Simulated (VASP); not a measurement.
A run of VASP 6.6.1 is set up as follows.

Contents of INCAR:

```
  PREC = Accurate
  ENCUT = 520
  EDIFF = 1E-6
  ISMEAR = 0
  SIGMA = 0.1
  LREAL = False
  LASPH = True
  NELM = 100
  ALGO = Normal
  ISIF = 2
  LWAVE = False
  LCHARG = False
  GGA = PE
  NBANDS = 14
```

The input KPOINTS:

```
Automatic mesh
0
Gamma
  6 6 4
```

Contents of POSCAR:

```
Li
1.0
    3.8348714600      0.0000000000      0.0000000000
   -1.9174357300      3.3210961000      0.0000000000
    0.0000000000      0.0000000000      6.3897489200
Li
4
Direct
    0.0000000000      0.0000000000      0.8025568000
    0.0000000000      0.0000000000      0.1974432000
    0.3333333300      0.6666666700      0.6146058900
    0.6666666700      0.3333333300      0.3853941100
```

Potentials or basis: VASP PAW PBE potentials, release 64 (Li_sv).

Run with:

```console
$ cat potpaw_PBE.64/Li_sv/POTCAR > POTCAR
$ mpirun -np 1 vasp_std > vasp.out
```

What does it give for the largest force?

0.308 eV/Å.

Predict the band gap on the k mesh.

zero (band 6 reaches 0.67 eV, above the bottom of band 7 at 0.19 eV).

Forces on the atoms (eV/Å):
```
Li   0.000  0.000  0.159
Li   0.000  0.000 -0.159
Li   0.000  0.000 -0.308
Li   0.000  0.000  0.308
```
